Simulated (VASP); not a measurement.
# WC: relaxation of shape and atoms at fixed volume with PBEsol

WC:

```
CELL_PARAMETERS angstrom
2.83677 0.00000 0.00000
-1.41839 2.45672 0.00000
0.00000 0.00000 2.77488
ATOMIC_POSITIONS crystal
W 0.00000 0.00000 0.00000
C 0.66667 0.33333 0.50000
```

```json
{
 "Program": "VASP 6.6.1",
 "Task": "relaxation of shape and atoms at fixed volume",
 "Functional": "PBEsol",
 "Potentials or basis": "VASP PAW PBE potentials, release 64 (W_sv, C)",
 "Cutoff": "600 eV",
 "k mesh": "18 × 18 × 14",
 "Occupations": "gaussian, width 0.1 eV",
 "Spin": "no spin polarisation",
 "Dipole correction": "no",
 "Further INCAR settings": "ALGO = Normal; EDIFF = 1e-07; IBRION = 2; EDIFFG = -0.01; NSW = 50; ISIF = 4"
}
```

The energy gained by relaxing is 0.2 meV/atom, the ionic steps are 3 and the pressure after relaxing is 30.3 GPa. The band gap on the k mesh is zero (bands 9 and 10 overlap by 1.35 eV).

Step by step:
```tsv
step	energy change (eV)	largest force (eV/Å)	pressure (GPa)	volume (Å³)
1	0.0000	0.0000	30.40	19.34
2	0.0004	0.0000	30.05	19.34
3	-0.0003	0.0000	30.26	19.34
```

Final structure:
```
CELL_PARAMETERS angstrom
2.83392 0.00000 0.00000
-1.41696 2.45424 0.00000
0.00000 0.00000 2.78047
ATOMIC_POSITIONS crystal
W 0.00000 0.00000 0.00000
C 0.66667 0.33333 0.50000
```

Levels at points of the mesh, in eV from the Fermi level:
```
           k point  band 6  band 7  band 8  band 9  band 10  band 11  band 12  band 13
(0.00, 0.00, 0.00)   -4.79   -3.62   -3.62    0.06     3.53     3.53     6.01     6.01
(0.50, 0.00, 0.00)   -7.38   -4.03   -3.96   -0.46     2.51     4.99     5.44     7.24
(0.00, 0.00, 0.50)   -9.17   -2.17   -2.17   -0.72    -0.72     3.87     4.72     4.72
(0.50, 0.00, 0.50)   -6.95   -4.68   -4.37    0.42     4.93     5.83     7.29     9.96
```

Run time: 2.8 min on 1 thread of Intel Xeon 8259CL, with other jobs on the host, peak memory 0.23 GiB.

Caveat: the PAW data sets were made with another functional, which shifts forces and pressure a little; spin-orbit coupling is left out, which moves the levels of the heavy elements.
